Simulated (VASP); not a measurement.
The system is SnGeTe3.

```
Sn Ge Te
1.0
     5.17938    0.00000    0.00000
     0.00000    5.17938    0.00000
     0.00000    0.00000    5.17178
Sn Ge Te
1 1 3
Direct
  0.00000 0.00000 0.99676
  0.50000 0.50000 0.48507
  0.50000 0.00000 0.48536
  0.50000 0.50000 0.98504
  0.00000 0.50000 0.48536
```

The cell was built from a structure type or drawn by symmetry, and may not be a known phase.

| Quantity | Value |
| --- | --- |
| Program | VASP 6.6.1 |
| Task | relaxation of cell and atoms |
| Functional | PBE |
| Potentials or basis | VASP PAW PBE potentials, release 64 (Sn_d, Ge_d, Te) |
| Cutoff | 600 eV |
| k mesh | 4 × 4 × 4 |
| Occupations | gaussian, width 0.1 eV |
| Spin | no spin polarisation |

At the start: pressure 9.1 GPa; volume 27.75 Å³/atom.

Question: Where does the relaxation end?

Answer: Over 42 steps the energy falls by 385.7 meV/atom and the volume is 35.33 Å³/atom (+27.3 %); space group P4mm (No. 99, to 0.1 Å) before and after.

The path:
| step | energy change (eV) | largest force (eV/Å) | pressure (GPa) | volume (Å³) |
| --- | --- | --- | --- | --- |
| 1 | 0.0000 | 0.1288 | 9.11 | 138.74 |
| 3 | -0.5821 | 0.1921 | 0.02 | 162.24 |
| 5 | -0.5850 | 0.2279 | -0.08 | 162.76 |
| 7 | -0.6329 | 0.5373 | -0.06 | 162.94 |
| 9 | -1.0883 | 0.9881 | 0.52 | 163.70 |
| 11 | -1.4241 | 0.9534 | 1.99 | 164.41 |
| 13 | -1.4272 | 0.9767 | 2.19 | 164.51 |
| 15 | -1.4312 | 0.9836 | 2.23 | 164.84 |
| 17 | -1.4370 | 0.9855 | 2.26 | 165.45 |
| 19 | -1.4670 | 0.9547 | 1.83 | 167.10 |
| 21 | -1.5457 | 0.8596 | 0.32 | 173.84 |
| 23 | -1.5683 | 0.7988 | -0.84 | 180.40 |
| 25 | -1.6647 | 0.7111 | -0.78 | 181.04 |
| 27 | -1.6541 | 2.1637 | 0.79 | 183.19 |
| 29 | -1.8344 | 0.4669 | -0.15 | 181.90 |
| 31 | -1.8856 | 0.4541 | 0.27 | 180.36 |
| 33 | -1.8997 | 0.1802 | -0.57 | 183.34 |
| 35 | -1.9185 | 0.1493 | -0.31 | 179.94 |
| 37 | -1.9206 | 0.2083 | -0.12 | 178.35 |
| 39 | -1.9247 | 0.0689 | 0.16 | 176.46 |
| 41 | -1.9281 | 0.0256 | -0.09 | 177.28 |
| 42 | -1.9284 | 0.0381 | 0.01 | 176.67 |

Final structure:
```cif
data_structure
_symmetry_space_group_name_H-M 'P 1'
_symmetry_Int_Tables_number 1
_cell_length_a 5.2405
_cell_length_b 5.2405
_cell_length_c 6.4332
_cell_angle_alpha 90.000
_cell_angle_beta 90.000
_cell_angle_gamma 90.000
_cell_volume 176.67
loop_
_atom_site_label
_atom_site_type_symbol
_atom_site_fract_x
_atom_site_fract_y
_atom_site_fract_z
_atom_site_occupancy
Sn1 Sn 0.00000 0.00000 0.12510 1
Ge1 Ge 0.50000 0.50000 0.56459 1
Te1 Te 0.50000 0.00000 0.39030 1
Te2 Te 0.50000 0.50000 0.96730 1
Te3 Te 0.00000 0.50000 0.39030 1
```

Caveat: the volume moved by over 15 % at a fixed basis, so the end points are rough.
